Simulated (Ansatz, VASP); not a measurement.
One calculation of B, two programs

```
B
1.0
     3.83906    0.00000    0.00000
     0.00000    3.83906    0.00000
     0.00000    0.00000    4.74164
B
8
Cartesian
  3.0019 1.9195 0.8578
  1.9195 3.0019 3.2286
  1.9195 0.8372 3.2286
  3.0019 1.9195 3.8838
  0.8372 1.9195 3.8838
  0.8372 1.9195 0.8578
  1.9195 3.0019 1.5130
  1.9195 0.8372 1.5130
```

Alike in both runs: task relaxation of cell and atoms; functional PBE; k mesh 4 × 4 × 4; occupations gaussian, width 0.1 eV; no spin polarisation.

|  | VASP | Ansatz |
| --- | --- | --- |
| version | VASP 6.6.1 | Ansatz 0.2.0 |
| potentials or method | VASP PAW PBE potentials, release 64 (B), cutoff 600 eV | scalar-relativistic, plane waves, PAW |
| valence electrons in the cell | 24 | 24 |

```tsv
	VASP	Ansatz	Ansatz less VASP
gap on the k mesh at the Fermi level, each at its own relaxed structure (eV)	none	none	-
relaxed volume (Å³/atom)	9.77	9.76	-0.011
relaxed cell length with the largest relative difference (Å)	4.013	4.010	-0.0031
```

A gap of «none» marks a metal or a gap that the smearing closes.

The k mesh is coarse, so the values compare programs but aren't converged.
